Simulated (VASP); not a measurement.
# SnSe2 (P-3m1) in VASP: a series of runs, part 3 of 4

VASP 6.6.1. The steps go on from the part before.

**5. Single point, PBE+D3(BJ) (21.49 Å³/atom)**

This run uses another cell than the first one, of 21.49 Å³/atom.

INCAR reads:

```
SYSTEM = SnSe2
ALGO = Normal
EDIFF = 1E-6
ENCUT = 500
GGA = PE
GGA_COMPAT = .FALSE.
ISIF = 2
ISMEAR = 0
IVDW = 12
LASPH = .TRUE.
LCHARG = .FALSE.
LREAL = .FALSE.
LWAVE = .FALSE.
NBANDS = 20
NELM = 120
PREC = Accurate
SIGMA = 0.03
```

KPOINTS reads:

```
k-points
0
G
  12 12 6
  0 0 0
```

POSCAR reads:

```
SnSe2
1.0
    3.5507516844      0.0000000000      0.0000000000
   -1.7753758422      3.0750411612      0.0000000000
    0.0000000000      0.0000000000      5.9045449759
Sn Se
1 2
Direct
    0.0000000000      0.0000000000      0.0000000000
    0.3333333333      0.6666666667      0.2651331237
    0.6666666667      0.3333333333      0.7348668763
```

Potentials or basis: VASP PAW PBE potentials, release 64 (Sn_d, Se).

On the command line:

```
$ cat potpaw_PBE.64/Sn_d/POTCAR potpaw_PBE.64/Se/POTCAR > POTCAR
$ mpirun -np 1 vasp_std > vasp.out
```

OUTCAR:

```text
SYSTEM = SnSe2
   EDIFF = 1E-6
   ENCUT = 500
   GGA = PE
   ISIF = 2
   ISMEAR = 0
   IVDW = 12
   LASPH = .TRUE.
   LREAL = .FALSE.
   NELM = 120
   PREC = Accurate
 IVDW          = 12

 ion  position               nearest neighbor table
   1  0.000  0.000  0.000-   2 2.58   3 2.58   2 2.58   3 2.58   3 2.58   2 2.58
   2  0.333  0.667  0.265-   1 2.58   1 2.58   1 2.58
   3  0.667  0.333  0.735-   1 2.58   1 2.58   1 2.58

  LATTYP: Found a hexagonal cell.
 ALAT       =     3.5507516844
 C/A-ratio  =     1.6629000000

  Lattice vectors:

 A1 = (   3.5507516844,   0.0000000000,   0.0000000000)
 A2 = (  -1.7753758422,   3.0750411612,   0.0000000000)
 A3 = (   0.0000000000,   0.0000000000,   5.9045449759)

Analysis of symmetry for initial positions (statically):
=====================================================================
 Subroutine PRICEL returns:
 Original cell was already a primitive cell.

 Routine SETGRP: Setting up the symmetry group for a
 hexagonal supercell.

 Subroutine GETGRP returns: Found 12 space group operations
 (whereof 12 operations were pure point group operations)
 out of a pool of 24 trial point group operations.

The static configuration has the point symmetry D_3d.

Analysis of symmetry for dynamics (positions and initial velocities):
=====================================================================
 Subroutine PRICEL returns:
 Original cell was already a primitive cell.

 Routine SETGRP: Setting up the symmetry group for a
 hexagonal supercell.

 Subroutine GETGRP returns: Found 12 space group operations
 (whereof 12 operations were pure point group operations)
 out of a pool of 24 trial point group operations.

The dynamic configuration has the point symmetry D_3d.

 Subroutine INISYM returns: Found 12 space group operations
 (whereof 12 operations are pure point group operations),
 and found     1 'primitive' translations

----------------------------------------------------------------------------------------

                                     Primitive cell

  volume of cell :      64.4700

  direct lattice vectors                    reciprocal lattice vectors
     3.550751684  0.000000000  0.000000000     0.281630508  0.162599449  0.000000000
    -1.775375842  3.075041161  0.000000000     0.000000000  0.325198899  0.000000000
     0.000000000  0.000000000  5.904544976     0.000000000  0.000000000  0.169361061

  length of vectors
     3.550751684  3.550751684  5.904544976     0.325198899  0.325198899  0.169361061

  position of ions in fractional coordinates (direct lattice)
     0.000000000  0.000000000  0.000000000
     0.333333333  0.666666667  0.265133124
     0.666666667  0.333333333  0.734866876

  ion indices of the primitive-cell ions
   primitive index   ion index
                 1           1
                 2           2
                 3           3

----------------------------------------------------------------------------------------

 KPOINTS: k-points

Automatic generation of k-mesh.
 Grid dimensions read from file:
 generate k-points for:   12   12    6

 Generating k-lattice:

  Cartesian coordinates                     Fractional coordinates (reciprocal lattice)
     0.023469209  0.013549954  0.000000000     0.083333333  0.000000000  0.000000000
     0.000000000  0.027099908  0.000000000     0.000000000  0.083333333  0.000000000
     0.000000000  0.000000000  0.028226843     0.000000000  0.000000000  0.166666667

  Length of vectors
     0.027099908  0.027099908  0.028226843

  Shift w.r.t. Gamma in fractional coordinates (k-lattice)
     0.000000000  0.000000000  0.000000000

 Subroutine IBZKPT returns following result:
 ===========================================

 Found    100 irreducible k-points:

 Following reciprocal coordinates:
            Coordinates               Weight
  0.000000  0.000000  0.000000      1.000000
  0.083333  0.000000  0.000000      6.000000
  0.166667  0.000000  0.000000      6.000000
  0.250000  0.000000  0.000000      6.000000
  0.333333 -0.000000  0.000000      6.000000
  0.416667  0.000000  0.000000      6.000000
[... 16 lines left out ...]
  0.166667  0.000000  0.166667      6.000000
  0.000000  0.166667  0.166667      6.000000
 [... further k-points ...]
   k-points           NKPTS =    100   k-points in BZ     NKDIM =    100   number of bands    NBANDS=     20
   number of dos      NEDOS =    301   number of ions     NIONS =      3
   total plane-waves  NPLWV =  37632
   dimension x,y,z NGX =    28 NGY =   28 NGZ =   48
   dimension x,y,z NGXF=    56 NGYF=   56 NGZF=   96
   ions per type =               1   2
   NGX,Y,Z   is equivalent  to a cutoff of  13.11, 13.11, 13.51 a.u.
   NGXF,Y,Z  is equivalent  to a cutoff of  26.22, 26.22, 27.03 a.u.
 SYSTEM =  SnSe2
   PREC   = accura    normal or accurate (medium, high low for compatibility)
   ISTART =      0    job   : 0-new  1-cont  2-samecut
   ICHARG =      2    charge: 1-file 2-atom 10-const
   ISPIN  =      1    spin polarized calculation?
   LNONCOLLINEAR =      F non collinear calculations
   LSORBIT =      F    spin-orbit coupling
   LASPH  =      T    aspherical Exc in radial PAW
   ENCUT  =  500.0 eV  36.75 Ry    6.06 a.u.   6.47  6.47 10.77*2*pi/ulx,y,z
   NELM   =    120;   NELMIN=  2; NELMDL= -5     # of ELM steps
   EDIFF  = 0.1E-05   stopping-criterion for ELM
   LREAL  =      F    real-space projection
   EDIFFG = 0.1E-04   stopping-criterion for IOM
   NSW    =      0    number of steps for IOM
   IBRION =     -1    ionic relax: 0-MD 1-quasi-New 2-CG
   NFREE  =      0    steps in history (QN), initial steepest desc. (CG)
   ISIF   =      2    stress and relaxation
   ISYM   =      2    0-nonsym 1-usesym 2-fastsym
   POTIM  = 0.5000    time-step for ionic-motion
   TEBEG  =    0.0;   TEEND  =   0.0 temperature during run
   PSTRESS=    0.0 pullay stress
   NELECT =      26.0000    total number of electrons
   NUPDOWN=      -1.0000    fix difference up-down
   EMIN   =  10.00;   EMAX   =-10.00  energy-range for DOS
   EFERMI =   0.00;   METHOD = LEGACY
   ISMEAR =     0;   SIGMA  =   0.03  broadening in eV -4-tet -1-fermi 0-gaus
   EFERMI_NEDOS =   21; number of points for ismear=-14 and -15
   IALGO  =     38    algorithm
   IMIX   =      4    mixing-type and parameters
     AMIX     =   0.40;   BMIX     =  1.00
     AMIX_MAG =   1.60;   BMIX_MAG =  1.00
  volume/ion in A,a.u.               =      21.49       145.02
  Fermi-wavevector in a.u.,A,eV,Ry     =   1.209521  2.285663 19.904519  1.462941
  Thomas-Fermi vector in A             =   2.345096
   LORBIT       =      0    0 simple, 1 ext, 2 COOP (PROOUT), +10 PAW based schemes
   GGA     = PE    functional components
   LHFCALC =     F    Hartree Fock is set to
   AEXX    =    0.0000 exact exchange contribution
   IVDW    =    12    specifies the selected vdW correction
   LEPSILON=     F    determine dielectric tensor
   LRPA    =     F    only Hartree local field effects (RPA)
 non-spin polarized calculation
 Gauss-broadening in eV      SIGMA  =   0.03
  energy-cutoff  :      500.00
  volume of cell :       64.47
 maximum number of plane-waves:      1677
 NGX is ok and might be reduce to    28
   NGX = 13   NGY = 13   NGZ = 21

 number of electron      25.9999989 magnetization

 Free energy of the ion-electron system (eV)
  ---------------------------------------------------
  ext. energy  EPLUGINS =         0.00000000
  ---------------------------------------------------
  free energy    TOTEN  =       -10.97934172 eV

  energy without entropy =      -10.97934172  energy(sigma->0) =      -10.97934172

 E-fermi :   6.6117     XC(G=0): -10.3756

 val. band max:        6.4865006970   @ k =   0.1667   0.0000   0.1667
 cond. band min:       6.9891620343   @ k =   0.0000   0.4167   0.3333
 fundamental gap:      0.5026613373
 Fermi energy:         6.6116572530

 k-point     1 :       0.0000    0.0000    0.0000
  band No.  band energies     occupation
      1     -15.1988      2.00000
      2     -15.1988      2.00000
      3     -15.1244      2.00000
      4     -15.0961      2.00000
      5     -15.0961      2.00000
      6      -8.8991      2.00000
[... 12 lines left out ...]
     19      15.7341      0.00000
[... 513 lines left out ...]
      4     -15.1046      2.00000
      5     -15.0944      2.00000
      6      -8.4829      2.00000
[... 12 lines left out ...]
     19      14.3720      0.00000
     20      15.5703      0.00000

 [... further k-points ...]

------------------------ aborting loop because EDIFF is reached ----------------------------------------

 Edisp (eV)   -1.30366

 E8    (eV) :    -0.5693

  FORCE on cell =-STRESS in cart. coord.  units (eV):
  Direction    XX          YY          ZZ          XY          YZ          ZX
  --------------------------------------------------------------------------------------
  -------------------------------------------------------------------------------------
  Total       7.74810     7.74810     5.84219    -0.00000     0.00000    -0.00000
  in kB     192.55202   192.55202   145.18731    -0.00000     0.00000    -0.00000
  external pressure =      176.76 kB  Pullay stress =        0.00 kB

 VOLUME and BASIS-vectors are now :
 -----------------------------------------------------------------------------
  energy-cutoff  :      500.00
  volume of cell :       64.47
      direct lattice vectors                 reciprocal lattice vectors
     3.550751684  0.000000000  0.000000000     0.281630508  0.162599449  0.000000000
    -1.775375842  3.075041161  0.000000000     0.000000000  0.325198899  0.000000000
     0.000000000  0.000000000  5.904544976     0.000000000  0.000000000  0.169361061

 POSITION                                       TOTAL-FORCE (eV/Angst)
 -----------------------------------------------------------------------------------
      0.00000      0.00000      0.00000         0.000000      0.000000      0.000000
     -0.00000      2.05003      1.56549        -0.000000     -0.000000      1.465385
      1.77538      1.02501      4.33905         0.000000      0.000000     -1.465385
 -----------------------------------------------------------------------------------
    total drift:                               -0.000000      0.000000      0.000000

  FREE ENERGIE OF THE ION-ELECTRON SYSTEM (eV)
  ---------------------------------------------------
  free  energy   TOTEN  =       -12.2830023781 eV

  energy  without entropy=      -12.2830023781  energy(sigma->0) =      -12.28300238
```

OSZICAR:

```text
N       E                     dE             d eps       ncg     rms          rms(c)
DAV:   1     0.211161018555E+03    0.21116E+03   -0.12085E+04  4128   0.153E+03
DAV:   2     0.121381459192E+02   -0.19902E+03   -0.19092E+03  4236   0.404E+02
DAV:   3    -0.104802542537E+02   -0.22618E+02   -0.22054E+02  4852   0.114E+02
DAV:   4    -0.112349874268E+02   -0.75473E+00   -0.75338E+00  4712   0.215E+01
DAV:   5    -0.112517402595E+02   -0.16753E-01   -0.16752E-01  5384   0.341E+00    0.648E+00
DAV:   6    -0.110159520293E+02    0.23579E+00   -0.37873E-01  6148   0.731E+00    0.413E+00
DAV:   7    -0.109797945244E+02    0.36158E-01   -0.19218E-01  5156   0.317E+00    0.895E-01
DAV:   8    -0.109791326761E+02    0.66185E-03   -0.15210E-02  5096   0.129E+00    0.344E-01
DAV:   9    -0.109793314763E+02   -0.19880E-03   -0.19531E-03  4508   0.279E-01    0.917E-02
DAV:  10    -0.109793187518E+02    0.12724E-04   -0.13164E-04  5128   0.962E-02    0.308E-02
DAV:  11    -0.109793398429E+02   -0.21091E-04   -0.39175E-05  4508   0.479E-02    0.890E-03
DAV:  12    -0.109793415631E+02   -0.17202E-05   -0.15801E-06  4000   0.155E-02    0.513E-03
DAV:  13    -0.109793417183E+02   -0.15525E-06   -0.59306E-07  3580   0.618E-03
   1 F= -.12283002E+02 E0= -.12283002E+02  d E =-.529787E-11
```

Run time: 59 s. Hardware: 1 thread of AMD EPYC 9R45 (Zen 5), shared host; peak memory 0.24 GiB.

Results:

| Quantity | Value |
| --- | --- |
| Free energy | -12.2830 eV |
| Pressure | 17.7 GPa |
| Largest force | 1.465 eV/Å |
| Band gap on the k mesh | 0.50 eV (least direct gap 1.38 eV) |
| Dispersion energy per atom | -0.435 eV |

Forces in eV/Å, atoms in the order of the input:
```
Sn   0.000  0.000  0.000
Se   0.000  0.000  1.465
Se   0.000  0.000 -1.465
```

Levels at points of the mesh, in eV from the valence-band top:
```tsv
k point	band 10	band 11	band 12	band 13	band 14	band 15	band 16	band 17
(0.00, 0.00, 0.00)	-0.59	-0.46	-0.33	-0.33	1.88	3.38	5.09	5.09
(0.50, 0.00, 0.00)	-4.15	-3.05	-2.28	-0.41	1.39	3.68	4.70	5.25
(0.00, 0.00, 0.50)	-0.76	-0.76	-0.06	-0.06	3.44	3.65	4.68	4.68
(0.50, 0.00, 0.50)	-2.75	-2.66	-1.44	-1.07	0.64	3.48	4.44	5.13
```

Caveat: the cell stands under pressure; semilocal functionals underestimate gaps, and a narrow one can read as zero; spin-orbit coupling is left out, which moves the levels of the heavy elements; forces of over 1 eV/Å act on the atoms, so gaps and moduli don't describe the material at rest.

[end of part 3 of 4]
